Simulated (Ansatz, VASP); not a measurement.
# One calculation of TiO2, two programs

```
CELL_PARAMETERS angstrom
1.43385 0.82783 5.95257
-1.43385 0.82783 5.95257
0.00000 -1.65567 5.95257
ATOMIC_POSITIONS crystal
Ti 0.00000 0.00000 0.00000
O 0.60176 0.60176 0.60176
O 0.39824 0.39824 0.39824
```

Alike in both runs: task single point; functional PBE; dispersion D3(BJ); k mesh 9 × 9 × 9; occupations gaussian, width 0.05 eV; no spin polarisation; Hubbard terms Ti d U = 4.0 eV.

|  | VASP | Ansatz |
| --- | --- | --- |
| version | VASP 6.6.1 | Ansatz 0.2.0 |
| potentials or method | VASP PAW PBE potentials, release 64 (Ti_sv, O), cutoff 520 eV | scalar-relativistic, plane waves, PAW |
| valence electrons in the cell | 24 | 24 |

```csv
,VASP,Ansatz,Ansatz less VASP
gap on the k mesh at the Fermi level (eV),2.55,2.48,-0.064
least direct gap on the mesh (eV),3.22,3.10,-0.117
pressure (GPa),-0.4,-3.5,-3.13
"traceless stress, the component that is largest in VASP (GPa)",-22.75,-22.97,-0.221
rms of the force components (eV/Å),1.151,1.340,+0.1888
```

The programs project onto different local orbitals, so the same U acts differently, and such runs can settle in different states. Atom by atom the forces differ by 0.189 eV/Å (rms over components).
